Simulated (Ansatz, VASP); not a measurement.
**One calculation of Zr3AlN4, two programs**

```
CELL_PARAMETERS angstrom
3.21491 0.00000 0.00000
0.00000 3.21491 0.00000
0.00000 0.00000 8.97645
ATOMIC_POSITIONS crystal
Zr 0.50000 0.50000 0.75135
Zr 0.00000 0.00000 0.50000
Zr 0.50000 0.50000 0.24865
Al 0.00000 0.00000 0.00000
N 0.00000 0.00000 0.22513
N 0.50000 0.50000 0.00000
N 0.00000 0.00000 0.77487
N 0.50000 0.50000 0.50000
```

Alike in both runs: task single point; functional r2SCAN; k mesh 12 × 12 × 4; occupations gaussian, width 0.1 eV; no spin polarisation.

```csv
,VASP,Ansatz
version,VASP 6.6.1,Ansatz 0.2.0
potentials or method,"VASP PAW PBE potentials, release 64 (Zr_sv, Al, N), cutoff 520 eV","scalar-relativistic, plane waves, PAW"
valence electrons in the cell,59,59
```

Ansatz gave:

```
gap on the k mesh at the Fermi level (eV)                     : none
pressure (GPa)                                                : -5.5
traceless stress, the component that is largest in VASP (GPa) : -0.44
rms of the force components (eV/Å)                            : 0.031
```

What did VASP give for the same quantities?

gap on the k mesh at the Fermi level (eV): none; pressure (GPa): -5.4; traceless stress, the component that is largest in VASP (GPa): -0.44; rms of the force components (eV/Å): 0.032.

VASP's potentials were made for PBE, not for r2SCAN. Atom by atom the forces differ by 0.004 eV/Å (rms over components). A gap of «none» marks a metal or a gap that the smearing closes. With one functional, cell and mesh, what is left measures potentials, basis and numerics.
